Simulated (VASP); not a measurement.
Set up this calculation in VASP 6.6.1, as the native input.

| Property | Result |
| --- | --- |
| Task | single point |
| Functional | r2SCAN |
| Potentials or basis | VASP PAW PBE potentials, release 64 (B, N) |
| Cutoff | 520 eV |
| k mesh | 12 × 12 × 12 |
| Occupations | gaussian, width 0.05 eV |
| Spin | no spin polarisation |
| Dipole correction | no |
| Further INCAR settings | ALGO = Normal; EDIFF = 1e-06; NBANDS = 11 |

Crystal: BN.

```
B N
1.0
     0.00000    3.49532    2.16609
     1.25163    0.00000    2.16609
     1.25163    3.49532    0.00000
B N
1 1
Cartesian
  1.2516 3.4953 0.0002
  0.8274 3.0711 3.4881
```

This cell differs from its parent crystal: atom 2 (N) moved by (-0.600, +0.600) A along [1 1 0] and z.

The input as run:

POSCAR

```
BN
1.0
    0.0000000000      3.4953158300      2.1660912400
    1.2516321000      0.0000000000      2.1660912400
    1.2516321000      3.4953158300      0.0000000000
B N
1 1
Direct
    0.0000486500      0.0000486500      0.9999513500
    0.9139436196      0.6963557026     -0.0353243729
```

INCAR.step1

```
  PREC = Accurate
  ENCUT = 520
  ISMEAR = 0
  SIGMA = 0.05
  LREAL = F
  LASPH = T
  NELM = 100
  NBANDS = 11
  GGA = PE
  ALGO = Normal
  EDIFF = 1E-4
  LWAVE = T
  LCHARG = F
```

INCAR.step2

```
  PREC = Accurate
  ENCUT = 520
  EDIFF = 1E-6
  ISMEAR = 0
  SIGMA = 0.05
  LREAL = F
  LASPH = T
  NELM = 100
  ALGO = Normal
  ISIF = 2
  LWAVE = F
  LCHARG = F
  METAGGA = R2SCAN
  LMIXTAU = T
  NBANDS = 11
  ISTART = 1
```

KPOINTS

```
Automatic mesh
0
Gamma
  12 12 12
```

Potentials or basis: VASP PAW PBE potentials, release 64 (B, N).

Launch:

```console
$ cat potpaw_PBE.64/B/POTCAR potpaw_PBE.64/N/POTCAR > POTCAR
$ cp INCAR.step1 INCAR
$ mpirun -np 1 vasp_std > vasp.out
$ cp INCAR.step2 INCAR
$ mpirun -np 1 vasp_std > vasp.out
```

It gave:

```yaml
Pressure: 108.9 GPa
Largest_force: 38.268 eV/Å
Band_gap_on_the_k_mesh: 1.64 eV (least direct gap 2.02 eV)
```

Caveat: the cell differs from its parent crystal (atom 2 (N) moved by (-0.600, +0.600) A along [1 1 0] and z); atoms lie so close that the PAW spheres overlap strongly, which falsifies energies and pressures; the cell stands under pressure; the PAW data sets were made with another functional, which shifts forces and pressure a little.

Wall time 22 min on 1 thread of AMD EPYC 7R13 (shared host), peak memory 0.26 GiB.
